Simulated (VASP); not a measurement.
# Zr in VASP: single point with PBE

Aim: the single point of Zr with PBE.

All numbers are computed with VASP 6.6.1; they aren't measurements. Logs are shortened: lines on timing, memory, paths and dates and some standing lists are left out, and cuts for length are marked.

### 1 The cell of the first run

The cell holds a slab with vacuum, 6 atoms: a = 3.234 Å, b = 3.234 Å, c = 27.914 Å, α = 90.00°, β = 90.00°, γ = 120.00°.

### 2 Single point, PBE

File INCAR:

```
SYSTEM = Zr
PREC = Accurate
ENCUT = 520
EDIFF = 1E-7
ISMEAR = 0
SIGMA = 0.1
LREAL = .False.
LASPH = .True.
NELM = 100
ALGO = Fast
ISIF = 2
LWAVE = .False.
LCHARG = .True.
LDIPOL = .True.
IDIPOL = 3
DIPOL = 0.5 0.5 0.500
GGA = PE
LELF = .True.
LVHAR = .True.
LVACPOTAV = .True.
NBANDS = 45
```

File KPOINTS:

```
regular mesh
0
Gamma
  12 12 1
  0 0 0
```

File POSCAR:

```
Zr
1.0
    3.2344808402      0.0000000000      0.0000000000
   -1.6172404201      2.8011425757      0.0000000000
    0.0000000000      0.0000000000     27.9136639739
Zr
6
Direct
    0.6666666667      0.3333333333      0.2726657091
    0.3333333333      0.6666666667      0.3594087393
    0.6666666667      0.3333333333      0.4537299496
    0.3333333333      0.6666666667      0.5462700518
    0.6666666667      0.3333333333      0.6405912605
    0.3333333333      0.6666666667      0.7273342898
```

Potentials or basis: VASP PAW PBE potentials, release 64 (Zr_sv).

Command:

```sh
> cat potpaw_PBE.64/Zr_sv/POTCAR > POTCAR
> mpirun -np 1 vasp_std > vasp.out
```

OUTCAR:

```text
SYSTEM = Zr
   PREC = Accurate
   ENCUT = 520
   EDIFF = 1E-7
   ISMEAR = 0
   LREAL = .False.
   LASPH = .True.
   NELM = 100
   ISIF = 2
   GGA = PE

 ion  position               nearest neighbor table
   1  0.667  0.333  0.273-   2 3.06   2 3.06   2 3.06
   2  0.333  0.667  0.359-   1 3.06   1 3.06   1 3.06   3 3.23   3 3.23   3 3.23
   3  0.667  0.333  0.454-   4 3.19   4 3.19   4 3.19   2 3.23   2 3.23   2 3.23
   4  0.333  0.667  0.546-   3 3.19   3 3.19   3 3.19   5 3.23   5 3.23   5 3.23
   5  0.667  0.333  0.641-   6 3.06   6 3.06   6 3.06   4 3.23   4 3.23   4 3.23
   6  0.333  0.667  0.727-   5 3.06   5 3.06   5 3.06

  LATTYP: Found a hexagonal cell.
 ALAT       =     3.2344808402
 C/A-ratio  =     8.6300291617

  Lattice vectors:

 A1 = (   3.2344808402,   0.0000000000,   0.0000000000)
 A2 = (  -1.6172404201,   2.8011425757,   0.0000000000)
 A3 = (   0.0000000000,   0.0000000000,  27.9136639739)

Analysis of symmetry for initial positions (statically):
=====================================================================
 Subroutine PRICEL returns:
 Original cell was already a primitive cell.

 Routine SETGRP: Setting up the symmetry group for a
 hexagonal supercell.

 Subroutine GETGRP returns: Found 12 space group operations
 (whereof 12 operations were pure point group operations)
 out of a pool of 24 trial point group operations.

The static configuration has the point symmetry D_3d.

Analysis of symmetry for dynamics (positions and initial velocities):
=====================================================================
 Subroutine PRICEL returns:
 Original cell was already a primitive cell.

 Routine SETGRP: Setting up the symmetry group for a
 hexagonal supercell.

 Subroutine GETGRP returns: Found 12 space group operations
 (whereof 12 operations were pure point group operations)
 out of a pool of 24 trial point group operations.

The dynamic configuration has the point symmetry D_3d.

 Subroutine INISYM returns: Found 12 space group operations
 (whereof 12 operations are pure point group operations),
 and found     1 'primitive' translations

----------------------------------------------------------------------------------------

                                     Primitive cell

  volume of cell :     252.9046

  direct lattice vectors                    reciprocal lattice vectors
     3.234480840  0.000000000  0.000000000     0.309168627  0.178498590  0.000000000
[... 97 lines left out ...]
   TEBEG  =    0.0;   TEEND  =   0.0 temperature during run
   PSTRESS=    0.0 pullay stress
   NELECT =      72.0000    total number of electrons
   NUPDOWN=      -1.0000    fix difference up-down
   EMIN   =  10.00;   EMAX   =-10.00  energy-range for DOS
   EFERMI =   0.00;   METHOD = LEGACY
   ISMEAR =     0;   SIGMA  =   0.10  broadening in eV -4-tet -1-fermi 0-gaus
   EFERMI_NEDOS =   21; number of points for ismear=-14 and -15
   IALGO  =     68    algorithm
   IMIX   =      4    mixing-type and parameters
     AMIX     =   0.40;   BMIX     =  1.00
     AMIX_MAG =   1.60;   BMIX_MAG =  1.00
  volume/ion in A,a.u.               =      42.15       284.45
  Fermi-wavevector in a.u.,A,eV,Ry     =   1.076961  2.035162 15.780659  1.159846
  Thomas-Fermi vector in A             =   2.212860
   LORBIT       =      0    0 simple, 1 ext, 2 COOP (PROOUT), +10 PAW based schemes
   GGA     = PE    functional components
   LHFCALC =     F    Hartree Fock is set to
   AEXX    =    0.0000 exact exchange contribution
   IVDW    =     0    specifies the selected vdW correction
   LEPSILON=     F    determine dielectric tensor
   LRPA    =     F    only Hartree local field effects (RPA)
 non-spin polarized calculation
 RMM-DIIS sequential band-by-band and
 Gauss-broadening in eV      SIGMA  =   0.10
  energy-cutoff  :      520.00
  volume of cell :      252.90
 maximum number of plane-waves:      6876
   NGX = 13   NGY = 13   NGZ =103

 dipolmoment           0.000000      0.000000      0.000000 electrons x Angstroem

 number of electron      72.0000001 magnetization

 dipolmoment           0.000000      0.000000     -0.000000 electrons x Angstroem

 Free energy of the ion-electron system (eV)
  ---------------------------------------------------
  ext. energy  EPLUGINS =         0.00000000
  ---------------------------------------------------
  free energy    TOTEN  =       -49.34056117 eV

  energy without entropy =      -49.30815629  energy(sigma->0) =      -49.32435873

 E-fermi :   3.2058     XC(G=0):  -6.8185

 val. band max:        3.1651672185   @ k =   0.3333   0.1667   0.0000
 cond. band min:       3.2069020309   @ k =   0.3333   0.3333   0.0000
 fundamental gap:      0.0417348124
 Fermi energy:         3.2058082102

 k-point     1 :       0.0000    0.0000    0.0000
  band No.  band energies     occupation
      1     -45.7903      2.00000
      2     -45.7902      2.00000
      3     -45.6182      2.00000
      4     -45.5478      2.00000
      5     -45.4435      2.00000
      6     -45.4391      2.00000
[... 901 lines left out ...]
     44       4.9594      0.00000
     45       5.0671      0.00000

------------------------ aborting loop because EDIFF is reached ----------------------------------------

  FORCE on cell =-STRESS in cart. coord.  units (eV):
  Direction    XX          YY          ZZ          XY          YZ          ZX
  --------------------------------------------------------------------------------------
  -------------------------------------------------------------------------------------
  Total       -1.3108835     -1.3108835     -0.0533795      0.0000000     -0.0000000      0.0000000
  in kB       -8.3045870     -8.3045870     -0.3381647      0.0000000     -0.0000000      0.0000000
  external PRESSURE =      -5.6491129 kB  Pullay stress =       0.0000000 kB

 VOLUME and BASIS-vectors are now :
 -----------------------------------------------------------------------------
  energy-cutoff  :      520.00
  volume of cell :      252.90
      direct lattice vectors                 reciprocal lattice vectors
     3.234480840  0.000000000  0.000000000     0.309168627  0.178498590  0.000000000
    -1.617240420  2.801142576  0.000000000     0.000000000  0.356997180  0.000000000
     0.000000000  0.000000000 27.913663974     0.000000000  0.000000000  0.035824749

 POSITION                                       TOTAL-FORCE (eV/Angst)
 -----------------------------------------------------------------------------------
      1.61724      0.93371      7.61110        -0.000000      0.000000     -0.000392
     -0.00000      1.86743     10.03241        -0.000000      0.000000     -0.000816
      1.61724      0.93371     12.66527        -0.000000     -0.000000      0.002241
     -0.00000      1.86743     15.24840        -0.000000      0.000000     -0.002241
      1.61724      0.93371     17.88125         0.000000      0.000000      0.000816
     -0.00000      1.86743     20.30256         0.000000     -0.000000      0.000392
 -----------------------------------------------------------------------------------
    total drift:                                0.000000     -0.000000     -0.000008

  FREE ENERGIE OF THE ION-ELECTRON SYSTEM (eV)
  ---------------------------------------------------
  free  energy   TOTEN  =       -49.3405611718 eV

  energy  without entropy=      -49.3081562947  energy(sigma->0) =      -49.32435873

 vacuum level on the upper side and lower side of the slab         7.378         7.378
```

stdout:

```text
POSCAR found type information on POSCAR Zr
[... 39 lines left out ...]
 num prob  num prob  num prob WARNING in EDDR
```

Wall time 14 min (1 thread of Intel Xeon 6975P-C, shared host); peak memory 0.43 GiB.

What came out:

* Free energy: -49.3406 eV
* Band gap on the k mesh: zero (band 36 reaches 3.91 eV, above the bottom of band 37 at 2.79 eV)
* Work function of the upper face: 4.17 eV
* Work function of the lower face: 4.17 eV

Forces on the atoms (eV/Å):
```
Zr   0.000  0.000  0.000
Zr   0.000  0.000 -0.001
Zr   0.000  0.000  0.002
Zr   0.000  0.000 -0.002
Zr   0.000  0.000  0.001
Zr   0.000  0.000  0.000
```
